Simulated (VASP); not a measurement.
# Si (I4_1/amd) in VASP: further runs

Runs on Si. Level: LDA. Tasks: single point.

All numbers are computed with VASP 6.6.1; they aren't measurements. Logs are shortened: lines on timing, memory, paths and dates and some standing lists are left out, and cuts for length are marked.

## (1) The cell of the first run

It takes space group I4_1/amd (No. 141, tetragonal). The conventional cell has a = 3.720 Å, b = 3.720 Å, c = 5.787 Å, α = 90.00°, β = 90.00°, γ = 90.00°. Si (site symmetry -4m2) has 4 Si at 2.36 Å within 3.1 Å.

## (2) Single point, LDA

The input, INCAR:

```
SYSTEM = Si
PREC = Accurate
ENCUT = 520
EDIFF = 1E-6
ISMEAR = 0
SIGMA = 0.05
LREAL = .FALSE.
LASPH = .TRUE.
NELM = 60
ALGO = Normal
ISIF = 2
LWAVE = .FALSE.
LCHARG = .TRUE.
GGA = CA
LELF = .TRUE.
LVHAR = .TRUE.
NBANDS = 11
```

The input, KPOINTS:

```
regular mesh
0
G
  10 10 10
  0 0 0
```

The input, POSCAR:

```
Si
1.0
    0.0000000000      2.6305553690      2.8936109059
    2.6305553690      0.0000000000      2.8936109059
    2.6305553690      2.6305553690      0.0000000000
Si
2
Direct
    0.5000000000      0.5000000000      0.5000000000
    0.7500000000      0.7500000000      0.7500000000
```

Potentials or basis: VASP PAW LDA potentials, release 64 (Si).

The run is started by

```bash
cat potpaw_LDA.64/Si/POTCAR > POTCAR
mpirun -np 1 vasp_std > vasp.out
```

OUTCAR:

```text
SYSTEM = Si
   PREC = Accurate
   ENCUT = 520
   EDIFF = 1E-6
   ISMEAR = 0
   LREAL = .FALSE.
   LASPH = .TRUE.
   NELM = 60
   ISIF = 2
   GGA = CA

 ion  position               nearest neighbor table
   1  0.500  0.500  0.500-   2 2.36   2 2.36   2 2.36   2 2.36
   2  0.750  0.750  0.750-   1 2.36   1 2.36   1 2.36   1 2.36

  LATTYP: Found a body centered tetragonal cell.
 ALAT       =     3.7201670794
 C/A-ratio  =     1.5556349186

  Lattice vectors:

 A1 = (  -2.6305553690,   0.0000000000,   2.8936109059)
 A2 = (   2.6305553690,   0.0000000000,   2.8936109059)
 A3 = (   0.0000000000,   2.6305553690,  -2.8936109059)

Analysis of symmetry for initial positions (statically):
=====================================================================
 Subroutine PRICEL returns:
 Original cell was already a primitive cell.

 Routine SETGRP: Setting up the symmetry group for a
 body centered tetragonal supercell.

 Subroutine GETGRP returns: Found 16 space group operations
 (whereof  8 operations were pure point group operations)
 out of a pool of 16 trial point group operations.

The static configuration has the point symmetry D_2d.
 The point group associated with its full space group is D_4h.

Analysis of symmetry for dynamics (positions and initial velocities):
=====================================================================
 Subroutine PRICEL returns:
 Original cell was already a primitive cell.

 Routine SETGRP: Setting up the symmetry group for a
 body centered tetragonal supercell.

 Subroutine GETGRP returns: Found 16 space group operations
 (whereof  8 operations were pure point group operations)
 out of a pool of 16 trial point group operations.

The dynamic configuration has the point symmetry D_2d.
 The point group associated with its full space group is D_4h.

 Subroutine INISYM returns: Found 16 space group operations
 (whereof  8 operations are pure point group operations),
 and found     1 'primitive' translations

----------------------------------------------------------------------------------------

                                     Primitive cell

  volume of cell :      40.0465

  direct lattice vectors                    reciprocal lattice vectors
     0.000000000  2.630555369  2.893610906    -0.190073931  0.190073931  0.172794483
     2.630555369  0.000000000  2.893610906     0.190073931 -0.190073931  0.172794483
     2.630555369  2.630555369  0.000000000     0.190073931  0.190073931 -0.172794483

[... 85 lines left out ...]
   EDIFFG = 0.1E-04   stopping-criterion for IOM
   NSW    =      0    number of steps for IOM
   IBRION =     -1    ionic relax: 0-MD 1-quasi-New 2-CG
   NFREE  =      0    steps in history (QN), initial steepest desc. (CG)
   ISIF   =      2    stress and relaxation
   ISYM   =      2    0-nonsym 1-usesym 2-fastsym
   POTIM  = 0.5000    time-step for ionic-motion
   TEBEG  =    0.0;   TEEND  =   0.0 temperature during run
   PSTRESS=    0.0 pullay stress
   NELECT =       8.0000    total number of electrons
   NUPDOWN=      -1.0000    fix difference up-down
   EMIN   =  10.00;   EMAX   =-10.00  energy-range for DOS
   EFERMI =   0.00;   METHOD = LEGACY
   ISMEAR =     0;   SIGMA  =   0.05  broadening in eV -4-tet -1-fermi 0-gaus
   EFERMI_NEDOS =   21; number of points for ismear=-14 and -15
   IALGO  =     38    algorithm
   IMIX   =      4    mixing-type and parameters
     AMIX     =   0.40;   BMIX     =  1.00
     AMIX_MAG =   1.60;   BMIX_MAG =  1.00
  volume/ion in A,a.u.               =      20.02       135.12
  Fermi-wavevector in a.u.,A,eV,Ry     =   0.957010  1.808487 12.461143  0.915868
  Thomas-Fermi vector in A             =   2.085990
   LORBIT       =      0    0 simple, 1 ext, 2 COOP (PROOUT), +10 PAW based schemes
   GGA     = CA    functional components
   LHFCALC =     F    Hartree Fock is set to
   AEXX    =    0.0000 exact exchange contribution
   IVDW    =     0    specifies the selected vdW correction
   LEPSILON=     F    determine dielectric tensor
   LRPA    =     F    only Hartree local field effects (RPA)
 non-spin polarized calculation
 Gauss-broadening in eV      SIGMA  =   0.05
  energy-cutoff  :      520.00
  volume of cell :       40.05
 maximum number of plane-waves:      1093
 NGX is ok and might be reduce to    30

 number of electron       8.0000000 magnetization

 Free energy of the ion-electron system (eV)
  ---------------------------------------------------
  ext. energy  EPLUGINS =         0.00000000
  ---------------------------------------------------
  free energy    TOTEN  =       -11.83560689 eV

  energy without entropy =      -11.83542453  energy(sigma->0) =      -11.83551571

 E-fermi :   5.9976     XC(G=0):  -9.6132

 val. band max:        5.9974848801   @ k =   0.4000   0.0000   0.4000
 cond. band min:       6.0360065328   @ k =   0.0000   0.0000   0.0000
 fundamental gap:      0.0385216527
 Fermi energy:         5.9975833363

 k-point     1 :       0.0000    0.0000    0.0000
  band No.  band energies     occupation
      1      -6.1756      2.00000
      2       5.2882      2.00000
      3       6.0360      0.27714
      4       6.0360      0.27713
      5       8.2368      0.00000
      6       8.2368      0.00000
      7       8.5641      0.00000
      8       8.8317      0.00000
      9      12.6196      0.00000
     10      13.4709      0.00000
     11      14.4104      0.00000
[... 309 lines left out ...]
 k-point    24 :       0.4000    0.3000    0.0000
  band No.  band energies     occupation
      1      -4.2105      2.00000
      2      -0.0482      2.00000
      3       3.1991      2.00000
      4       3.8202      2.00000
      5       7.2818      0.00000
      6       8.3424      0.00000
      7      12.4288      0.00000
      8      12.8533      0.00000
      9      15.8365      0.00000
     10      16.5174      0.00000
     11      17.4185      0.00000

 [... further k-points ...]
[... 5 lines left out ...]
  --------------------------------------------------------------------------------------
  -------------------------------------------------------------------------------------
  Total        0.4479477      0.4479477     -2.1890924      0.0000000      0.0000000      0.0000000
  in kB       17.9214404     17.9214404    -87.5809487      0.0000000      0.0000000      0.0000000
  external PRESSURE =     -17.2460226 kB  Pullay stress =       0.0000000 kB

 VOLUME and BASIS-vectors are now :
 -----------------------------------------------------------------------------
  energy-cutoff  :      520.00
  volume of cell :       40.05
      direct lattice vectors                 reciprocal lattice vectors
     0.000000000  2.630555369  2.893610906    -0.190073931  0.190073931  0.172794483
     2.630555369  0.000000000  2.893610906     0.190073931 -0.190073931  0.172794483
     2.630555369  2.630555369  0.000000000     0.190073931  0.190073931 -0.172794483

 POSITION                                       TOTAL-FORCE (eV/Angst)
 -----------------------------------------------------------------------------------
      2.63056      2.63056      2.89361         0.000000      0.000000     -0.000000
      3.94583      3.94583      4.34042        -0.000000     -0.000000      0.000000
 -----------------------------------------------------------------------------------
    total drift:                                0.000000     -0.000000     -0.000000

  FREE ENERGIE OF THE ION-ELECTRON SYSTEM (eV)
  ---------------------------------------------------
  free  energy   TOTEN  =       -11.8356068936 eV

  energy  without entropy=      -11.8354245287  energy(sigma->0) =      -11.83551571
```

Run time: 28 s. Hardware: 1 thread of Intel Xeon 6975P-C, shared host; peak memory 0.16 GiB.

What came out:

- Free energy: -11.8356 eV
- Pressure: -1.7 GPa
- Band gap on the k mesh: zero (band 4 reaches 6.04 eV, above the bottom of band 5 at 6.00 eV)

Stress tensor (GPa, compression positive):
```
 1.79  0.00  0.00
 0.00  1.79  0.00
 0.00  0.00 -8.76
```

## (3) Single point, LDA

This run uses another cell than the first one, of the same volume but with other edges.

The input, INCAR:

```
SYSTEM = Si
  PREC = Accurate
  ENCUT = 520
  EDIFF = 1E-6
  ISMEAR = 0
  SIGMA = 0.05
  LREAL = .False.
  LASPH = .True.
  NELM = 60
  ALGO = Normal
  ISIF = 2
  LWAVE = .False.
  LCHARG = .False.
  GGA = CA
  NBANDS = 11
```

The input, KPOINTS:

```
Automatic mesh
0
Gamma
  10 10 10
  0 0 0
```

The input, POSCAR:

```
Si
1.0
    0.0000000000      2.7526728422      2.6425659285
    2.7526728422      0.0000000000      2.6425659285
    2.7526728422      2.7526728422      0.0000000000
Si
2
Direct
    0.5000000000      0.5000000000      0.5000000000
    0.7500000000      0.7500000000      0.7500000000
```

Potentials or basis: VASP PAW LDA potentials, release 64 (Si).

The run is started by

```bash
cat potpaw_LDA.64/Si/POTCAR > POTCAR
mpirun -np 1 vasp_std > vasp.out
```

Wall time 24 s (1 thread of Intel Xeon 6975P-C, shared host); peak memory 0.15 GiB.

The run converged. Its results:

| Quantity | Value |
| --- | --- |
| Free energy | -11.9035 eV |
| Pressure | -1.5 GPa |
| Band gap on the k mesh | 0.05 eV, indirect (least direct gap 2.25 eV) |

Stress tensor (GPa, compression positive):
```
-2.72  0.00  0.00
 0.00 -2.72  0.00
 0.00  0.00  0.91
```

Levels at points of the mesh, in eV from the valence-band top:
```
           k point  band 1  band 2  band 3  band 4  band 5  band 6  band 7  band 8  band 9
(0.00, 0.00, 0.00)  -12.14   -0.27   -0.27    0.00    2.25    2.40    2.40    3.01    7.18
(0.50, 0.00, 0.00)   -9.80   -7.17   -1.56   -1.19    1.19    2.95    3.33    7.35   10.08
(0.50, 0.50, 0.00)   -7.83   -7.83   -3.24   -3.24    0.21    0.21    9.75    9.75   10.82
(0.50, 0.00, 0.50)   -8.07   -8.07   -2.93   -2.93    0.53    0.53    9.58    9.58   10.91
```

 A k mesh can miss the band edges.
